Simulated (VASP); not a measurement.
Write the native input for VASP 6.6.1 that does the following.

| Item | Value |
| --- | --- |
| Task | single point |
| Functional | PBE |
| Potentials or basis | VASP PAW PBE potentials, release 64 (Li_sv, In_d) |
| Cutoff | 520 eV |
| k mesh | 6 × 6 × 2 |
| Occupations | gaussian, width 0.1 eV |
| Spin | no spin polarisation |
| Dipole correction | no |
| Further INCAR settings | ALGO = Normal; EDIFF = 1e-06; NBANDS = 36 |

The structure of LiIn4 lies in POSCAR:

```
LiIn4
1.0
    3.3879757700      0.0000000000      0.0000000000
   -1.6939878900      2.9340730900      0.0000000000
    0.0000000000      0.0000000000     12.6736354400
Li In
1 4
Direct
    0.0000000000      0.0000000000      0.5000000000
    0.3333333300      0.6666666700      0.8979436000
    0.6666666700      0.3333333300      0.1020564000
    0.3333333300      0.6666666700      0.3061691900
    0.6666666700      0.3333333300      0.6938308100
```

The cell was built from a structure type or drawn by symmetry, and may not be a known phase.

These files were run (other wordings do the same):

INCAR

```
SYSTEM = LiIn4
PREC = Accurate ; ENCUT = 520
EDIFF = 1E-6 ; ISMEAR = 0
SIGMA = 0.1 ; LREAL = .FALSE.
LASPH = .TRUE. ; NELM = 60
ALGO = Normal ; ISIF = 2
LWAVE = .FALSE. ; LCHARG = .FALSE.
GGA = PE ; NBANDS = 36
```

KPOINTS

```
regular mesh
0
G
  6 6 2
  0 0 0
```

Potentials or basis: VASP PAW PBE potentials, release 64 (Li_sv, In_d).

Launch:

```bash
$ cat potpaw_PBE.64/Li_sv/POTCAR potpaw_PBE.64/In_d/POTCAR > POTCAR
$ mpirun -np 1 vasp_std > vasp.out
```

It gave:

```yaml
Largest_force: 0.465 eV/Å
Band_gap_on_the_k_mesh: zero (an odd number of electrons rules out a gap without spin polarisation)
```

Caveat: spin-orbit coupling is left out, which moves the levels of the heavy elements.

Run time: 77 s on 1 thread of Intel(R) Xeon(R) Platinum 8488C (Sapphire Rapids), with other jobs on the host, peak memory 0.26 GiB.
